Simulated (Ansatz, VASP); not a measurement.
**Ti in VASP and in Ansatz**

File INCAR:

```
SYSTEM = Ti
PREC = Accurate
ENCUT = 520
EDIFF = 1E-6
ISMEAR = 0
SIGMA = 0.15
LREAL = .FALSE.
LASPH = .TRUE.
NELM = 80
ALGO = Fast
ISIF = 2
LWAVE = .FALSE.
LCHARG = .FALSE.
NBANDS = 19
```

Contents of KPOINTS:

```
regular mesh
0
G
  21 21 12
  0 0 0
```

POSCAR

```
Ti
1.0
    2.7029660044      0.0000000000      0.0000000000
   -1.3514830022      2.3408372254      0.0000000000
    0.0000000000      0.0000000000      5.5816746605
Ti
2
Direct
    0.3333333333      0.6666666667      0.2500000000
    0.6666666667      0.3333333333      0.7500000000
```

Input for Ansatz:

```yaml
crystal:
  lattice:
    - [2.7029660044, 0.0, 0.0]
    - [-1.3514830022, 2.3408372254, 0.0]
    - [0.0, 0.0, 5.5816746605]
  atoms:
    - { symbol: Ti, position: [0.3333333333, 0.6666666667, 0.25] }
    - { symbol: Ti, position: [0.6666666667, 0.3333333333, 0.75] }
basis:
  ecutwfc: 420
kpoints:
  mp_grid: { grid: [21, 21, 12] }
hamiltonian:
  xc: lda
scf:
  occupations: { method: gaussian, width: 0.15 }
output:
  forces: true
  stress: true
  eigenvalues: true
```

Alike in both runs: task single point; functional LDA; k mesh 21 × 21 × 12; occupations gaussian, width 0.15 eV; no spin polarisation.

```csv
,VASP,Ansatz
version,VASP 6.6.1,Ansatz 0.2.0
potentials or method,"VASP PAW LDA potentials, release 64 (Ti_sv), cutoff 520 eV","scalar-relativistic, plane waves, PAW"
valence electrons in the cell,24,24
```

VASP gave:

| Item | Value |
| --- | --- |
| gap on the k mesh at the Fermi level (eV) | none |
| pressure (GPa) | -9.6 |
| traceless stress, the component that is largest in VASP (GPa) | -9.73 |

Problem. Estimate Ansatz's values.

Solution. gap on the k mesh at the Fermi level (eV): none; pressure (GPa): -9.3; traceless stress, the component that is largest in VASP (GPa): -9.80.

LDA's correlation is that of Perdew and Zunger in VASP and of Perdew and Wang (1992) in Ansatz. A gap of «none» marks a metal or a gap that the smearing closes.
